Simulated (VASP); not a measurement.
# MgSn2N2 (I4/mmm) in VASP: notebook

Runs on MgSn2N2. Level: PBE. Tasks: single point.

All numbers are computed with VASP 6.6.1; they aren't measurements. Logs are shortened: lines on timing, memory, paths and dates and some standing lists are left out, and cuts for length are marked.

## (1) The cell of the first run

The structure is tetragonal, space group I4/mmm (No. 139). The conventional cell has a = 5.902 Å, b = 5.902 Å, c = 8.089 Å, α = 90.00°, β = 90.00°, γ = 90.00°. Within 3.9 Å of Mg (site symmetry 4/mmm) lie 4 Sn at 2.95 Å and 8 N at 3.58 Å. Within 2.7 Å of Sn (site symmetry mmm) lie 2 N at 2.02 Å. N (site symmetry -4m2) has 2 Sn at 2.02 Å within 2.7 Å.

The cell was generated, and may not be a known phase.

## (2) Single point, PBE

INCAR

```
SYSTEM = MgSn2N2
PREC = Accurate
ENCUT = 520
EDIFF = 1E-7
ISMEAR = 0
SIGMA = 0.1
LREAL = .FALSE.
LASPH = .TRUE.
NELM = 100
ALGO = Normal
ISIF = 2
LWAVE = .FALSE.
LCHARG = .TRUE.
GGA = PE
LELF = .TRUE.
LVHAR = .TRUE.
NBANDS = 28
```

KPOINTS

```
Automatic mesh
0
G
  6 6 6
  0 0 0
```

POSCAR

```
MgSn2N2
1.0
   -2.9511108451      2.9511108451      4.0446620307
    2.9511108451     -2.9511108451      4.0446620307
    2.9511108451      2.9511108451     -4.0446620307
Mg Sn N
1 2 2
Direct
    0.0000000000      0.0000000000      0.0000000000
    0.5000000000      0.0000000000      0.5000000000
    0.0000000000      0.5000000000      0.5000000000
    0.7500000000      0.2500000000      0.5000000000
    0.2500000000      0.7500000000      0.5000000000
```

Potentials or basis: VASP PAW PBE potentials, release 64 (Mg, Sn_d, N).

Started as:

```console
$ cat potpaw_PBE.64/Mg/POTCAR potpaw_PBE.64/Sn_d/POTCAR potpaw_PBE.64/N/POTCAR > POTCAR
$ mpirun -np 1 vasp_std > vasp.out
```

OUTCAR:

```text
SYSTEM = MgSn2N2
   PREC = Accurate
   ENCUT = 520
   EDIFF = 1E-7
   ISMEAR = 0
   LREAL = .FALSE.
   LASPH = .TRUE.
   NELM = 100
   ISIF = 2
   GGA = PE

 ion  position               nearest neighbor table
   1  0.000  0.000  0.000-   2 2.95   3 2.95   3 2.95   2 2.95
   2  0.500  0.000  0.500-   4 2.02   5 2.02   1 2.95   1 2.95
   3  0.000  0.500  0.500-   4 2.02   5 2.02   1 2.95   1 2.95
   4  0.750  0.250  0.500-   2 2.02   3 2.02
   5  0.250  0.750  0.500-   2 2.02   3 2.02

  LATTYP: Found a body centered tetragonal cell.
 ALAT       =     5.9022216902
 C/A-ratio  =     1.3705557815

  Lattice vectors:

 A1 = (  -2.9511108451,   2.9511108451,   4.0446620307)
 A2 = (   2.9511108451,  -2.9511108451,   4.0446620307)
 A3 = (   2.9511108451,   2.9511108451,  -4.0446620307)

Analysis of symmetry for initial positions (statically):
=====================================================================
 Subroutine PRICEL returns:
 Original cell was already a primitive cell.

 Routine SETGRP: Setting up the symmetry group for a
 body centered tetragonal supercell.

 Subroutine GETGRP returns: Found 16 space group operations
 (whereof 16 operations were pure point group operations)
 out of a pool of 16 trial point group operations.

The static configuration has the point symmetry D_4h.

Analysis of symmetry for dynamics (positions and initial velocities):
=====================================================================
 Subroutine PRICEL returns:
 Original cell was already a primitive cell.

 Routine SETGRP: Setting up the symmetry group for a
 body centered tetragonal supercell.

 Subroutine GETGRP returns: Found 16 space group operations
 (whereof 16 operations were pure point group operations)
 out of a pool of 16 trial point group operations.

The dynamic configuration has the point symmetry D_4h.

 Subroutine INISYM returns: Found 16 space group operations
 (whereof 16 operations are pure point group operations),
 and found     1 'primitive' translations

----------------------------------------------------------------------------------------

                                     Primitive cell

  volume of cell :     140.9007

  direct lattice vectors                    reciprocal lattice vectors
    -2.951110845  2.951110845  4.044662031     0.000000000  0.169427726  0.123619723
     2.951110845 -2.951110845  4.044662031     0.169427726  0.000000000  0.123619723
     2.951110845  2.951110845 -4.044662031     0.169427726  0.169427726  0.000000000

  length of vectors
     5.811832876  5.811832876  5.811832876     0.209732187  0.209732187  0.239606988

  position of ions in fractional coordinates (direct lattice)
     0.000000000  0.000000000  0.000000000
     0.500000000  0.000000000  0.500000000
     0.000000000  0.500000000  0.500000000
     0.750000000  0.250000000  0.500000000
     0.250000000  0.750000000  0.500000000

  ion indices of the primitive-cell ions
   primitive index   ion index
                 1           1
                 2           2
                 3           3
                 4           4
                 5           5

----------------------------------------------------------------------------------------

 KPOINTS: Automatic mesh

Automatic generation of k-mesh.
 Grid dimensions read from file:
 generate k-points for:    6    6    6

 Generating k-lattice:

  Cartesian coordinates                     Fractional coordinates (reciprocal lattice)
     0.000000000  0.028237954  0.020603287     0.166666667 -0.000000000  0.000000000
     0.028237954  0.000000000  0.020603287    -0.000000000  0.166666667  0.000000000
     0.028237954  0.028237954  0.000000000     0.000000000  0.000000000  0.166666667

  Length of vectors
     0.034955365  0.034955365  0.039934498

  Shift w.r.t. Gamma in fractional coordinates (k-lattice)
     0.000000000  0.000000000  0.000000000

 Subroutine IBZKPT returns following result:
 ===========================================

 Found     30 irreducible k-points:

 Following reciprocal coordinates:
            Coordinates               Weight
  0.000000  0.000000  0.000000      1.000000
  0.166667  0.000000  0.000000      8.000000
  0.333333  0.000000 -0.000000      8.000000
  0.500000  0.000000 -0.000000      4.000000
  0.166667  0.166667 -0.000000      8.000000
  0.333333  0.166667 -0.000000     16.000000
[... 16 lines left out ...]
 -0.333333 -0.333333  0.166667      8.000000
 -0.166667 -0.333333  0.166667      8.000000
 [... further k-points ...]
   k-points           NKPTS =     30   k-points in BZ     NKDIM =     30   number of bands    NBANDS=     28
   number of dos      NEDOS =    301   number of ions     NIONS =      5
   total plane-waves  NPLWV = 110592
   dimension x,y,z NGX =    48 NGY =   48 NGZ =   48
   dimension x,y,z NGXF=    96 NGYF=   96 NGZF=   96
   ions per type =               1   2   2
   NGX,Y,Z   is equivalent  to a cutoff of  13.73, 13.73, 13.73 a.u.
   NGXF,Y,Z  is equivalent  to a cutoff of  27.46, 27.46, 27.46 a.u.
 SYSTEM =  MgSn2N2
   PREC   = accura    normal or accurate (medium, high low for compatibility)
   ISTART =      0    job   : 0-new  1-cont  2-samecut
   ICHARG =      2    charge: 1-file 2-atom 10-const
   ISPIN  =      1    spin polarized calculation?
   LNONCOLLINEAR =      F non collinear calculations
   LSORBIT =      F    spin-orbit coupling
   LASPH  =      T    aspherical Exc in radial PAW
   ENCUT  =  520.0 eV  38.22 Ry    6.18 a.u.  10.81 10.81 10.81*2*pi/ulx,y,z
   NELM   =    100;   NELMIN=  2; NELMDL= -5     # of ELM steps
   EDIFF  = 0.1E-06   stopping-criterion for ELM
   LREAL  =      F    real-space projection
   EDIFFG = 0.1E-05   stopping-criterion for IOM
   NSW    =      0    number of steps for IOM
   IBRION =     -1    ionic relax: 0-MD 1-quasi-New 2-CG
   NFREE  =      0    steps in history (QN), initial steepest desc. (CG)
   ISIF   =      2    stress and relaxation
   ISYM   =      2    0-nonsym 1-usesym 2-fastsym
   POTIM  = 0.5000    time-step for ionic-motion
   TEBEG  =    0.0;   TEEND  =   0.0 temperature during run
   PSTRESS=    0.0 pullay stress
   NELECT =      40.0000    total number of electrons
   NUPDOWN=      -1.0000    fix difference up-down
   EMIN   =  10.00;   EMAX   =-10.00  energy-range for DOS
   EFERMI =   0.00;   METHOD = LEGACY
   ISMEAR =     0;   SIGMA  =   0.10  broadening in eV -4-tet -1-fermi 0-gaus
   EFERMI_NEDOS =   21; number of points for ismear=-14 and -15
   IALGO  =     38    algorithm
   IMIX   =      4    mixing-type and parameters
     AMIX     =   0.40;   BMIX     =  1.00
     AMIX_MAG =   1.60;   BMIX_MAG =  1.00
  volume/ion in A,a.u.               =      28.18       190.17
  Fermi-wavevector in a.u.,A,eV,Ry     =   1.075946  2.033243 15.750913  1.157659
  Thomas-Fermi vector in A             =   2.211817
   LORBIT       =      0    0 simple, 1 ext, 2 COOP (PROOUT), +10 PAW based schemes
   GGA     = PE    functional components
   LHFCALC =     F    Hartree Fock is set to
   AEXX    =    0.0000 exact exchange contribution
   IVDW    =     0    specifies the selected vdW correction
   LEPSILON=     F    determine dielectric tensor
   LRPA    =     F    only Hartree local field effects (RPA)
 non-spin polarized calculation
 Gauss-broadening in eV      SIGMA  =   0.10
  energy-cutoff  :      520.00
  volume of cell :      140.90
 maximum number of plane-waves:      3812
 NGX is ok and might be reduce to    48
   NGX = 21   NGY = 21   NGZ = 21

 number of electron      39.9999998 magnetization

 Free energy of the ion-electron system (eV)
  ---------------------------------------------------
  ext. energy  EPLUGINS =         0.00000000
  ---------------------------------------------------
  free energy    TOTEN  =       -20.23983240 eV

  energy without entropy =      -20.23223978  energy(sigma->0) =      -20.23603609

 E-fermi :   2.1821     XC(G=0):  -7.8378

 val. band max:        2.0895701865   @ k =   0.3333   0.0000  -0.0000
 cond. band min:       2.1821273978   @ k =   0.3333   0.1667  -0.0000
 fundamental gap:      0.0925572113
 Fermi energy:         2.1821213253

 k-point     1 :       0.0000    0.0000    0.0000
  band No.  band energies     occupation
      1     -19.3136      2.00000
      2     -19.1556      2.00000
      3     -19.1440      2.00000
      4     -19.1344      2.00000
      5     -19.1084      2.00000
      6     -19.1049      2.00000
[... 20 lines left out ...]
     27       6.7794      0.00000
     28       7.0678      0.00000

 k-point     2 :       0.1667    0.0000    0.0000
  band No.  band energies     occupation
      1     -19.3018      2.00000
      2     -19.1613      2.00000
      3     -19.1430      2.00000
      4     -19.1326      2.00000
      5     -19.1129      2.00000
      6     -19.1101      2.00000
[... 20 lines left out ...]
     27       7.5583      0.00000
     28       7.8850      0.00000

 k-point     3 :       0.3333    0.0000   -0.0000
  band No.  band energies     occupation
      1     -19.2694      2.00000
      2     -19.1842      2.00000
      3     -19.1402      2.00000
      4     -19.1279      2.00000
      5     -19.1268      2.00000
      6     -19.1149      2.00000
[... 20 lines left out ...]
     27       8.2689      0.00000
     28       9.1919      0.00000

 k-point     4 :       0.5000    0.0000   -0.0000
  band No.  band energies     occupation
      1     -19.2254      2.00000
      2     -19.2253      2.00000
      3     -19.1358      2.00000
      4     -19.1349      2.00000
      5     -19.1214      2.00000
      6     -19.1213      2.00000
[... 20 lines left out ...]
     27       7.8361      0.00000
     28       8.5275      0.00000

 k-point     5 :       0.1667    0.1667   -0.0000
  band No.  band energies     occupation
      1     -19.2703      2.00000
      2     -19.1834      2.00000
      3     -19.1416      2.00000
      4     -19.1310      2.00000
      5     -19.1256      2.00000
      6     -19.1116      2.00000
[... 20 lines left out ...]
     27       7.8886      0.00000
     28       8.6087      0.00000

 k-point     6 :       0.3333    0.1667   -0.0000
  band No.  band energies     occupation
      1     -19.2269      2.00000
      2     -19.2239      2.00000
      3     -19.1378      2.00000
      4     -19.1331      2.00000
      5     -19.1267      2.00000
      6     -19.1157      2.00000
[... 463 lines left out ...]
      5     -19.1189      2.00000
      6     -19.1160      2.00000
[... 20 lines left out ...]
     27       8.9679      0.00000
     28       9.2820      0.00000

 k-point    22 :      -0.1667    0.5000    0.1667
  band No.  band energies     occupation
      1     -19.2660      2.00000
      2     -19.1877      2.00000
      3     -19.1349      2.00000
      4     -19.1324      2.00000
      5     -19.1275      2.00000
      6     -19.1151      2.00000
[... 20 lines left out ...]
     27       8.7963      0.00000
     28       9.2311      0.00000

 k-point    23 :      -0.3333   -0.3333    0.1667
  band No.  band energies     occupation
      1     -19.2651      2.00000
      2     -19.1886      2.00000
      3     -19.1342      2.00000
      4     -19.1337      2.00000
      5     -19.1304      2.00000
      6     -19.1119      2.00000
[... 20 lines left out ...]
     27       8.3999      0.00000
     28       9.2263      0.00000

 k-point    24 :      -0.1667   -0.3333    0.1667
  band No.  band energies     occupation
      1     -19.2284      2.00000
      2     -19.2224      2.00000
      3     -19.1404      2.00000
      4     -19.1323      2.00000
      5     -19.1310      2.00000
      6     -19.1103      2.00000
[... 20 lines left out ...]
     27       8.0874      0.00000
     28       8.8201      0.00000

 [... further k-points ...]

------------------------ aborting loop because EDIFF is reached ----------------------------------------

  FORCE on cell =-STRESS in cart. coord.  units (eV):
  Direction    XX          YY          ZZ          XY          YZ          ZX
  --------------------------------------------------------------------------------------
  -------------------------------------------------------------------------------------
  Total       -0.0121032     -0.0121032     -0.0008619      0.0000000      0.0000000      0.0000000
  in kB       -0.1376254     -0.1376254     -0.0098003      0.0000000      0.0000000      0.0000000
  external PRESSURE =      -0.0950170 kB  Pullay stress =       0.0000000 kB

 VOLUME and BASIS-vectors are now :
 -----------------------------------------------------------------------------
  energy-cutoff  :      520.00
  volume of cell :      140.90
      direct lattice vectors                 reciprocal lattice vectors
    -2.951110845  2.951110845  4.044662031     0.000000000  0.169427726  0.123619723
     2.951110845 -2.951110845  4.044662031     0.169427726  0.000000000  0.123619723
     2.951110845  2.951110845 -4.044662031     0.169427726  0.169427726  0.000000000

 POSITION                                       TOTAL-FORCE (eV/Angst)
 -----------------------------------------------------------------------------------
      0.00000      0.00000      0.00000         0.000000     -0.000000     -0.000000
      0.00000      2.95111      0.00000         0.000000     -0.000000     -0.000000
      2.95111      0.00000      0.00000         0.000000     -0.000000     -0.000000
      0.00000      2.95111      2.02233         0.000000     -0.000000      0.000000
      2.95111      0.00000      2.02233        -0.000000      0.000000     -0.000000
 -----------------------------------------------------------------------------------
    total drift:                               -0.000000     -0.000000      0.000000

  FREE ENERGIE OF THE ION-ELECTRON SYSTEM (eV)
  ---------------------------------------------------
  free  energy   TOTEN  =       -20.2398324027 eV

  energy  without entropy=      -20.2322397791  energy(sigma->0) =      -20.23603609
```

It took 2.2 min on 1 thread of Intel Xeon Platinum 8375C at 2.90GHz (Ice Lake), shared host; peak memory 0.39 GiB.

Results:

```yaml
Free_energy: -20.2398 eV
Pressure: 0.0 GPa
Band_gap_on_the_k_mesh: zero (bands 20 and 21 overlap by 1.18 eV)
```

Caveat: spin-orbit coupling is left out, which moves the levels of the heavy elements.

(Continued in part 2 of 2.)

The gap in the log of VASP goes by the Fermi energy; the results here count the filled bands.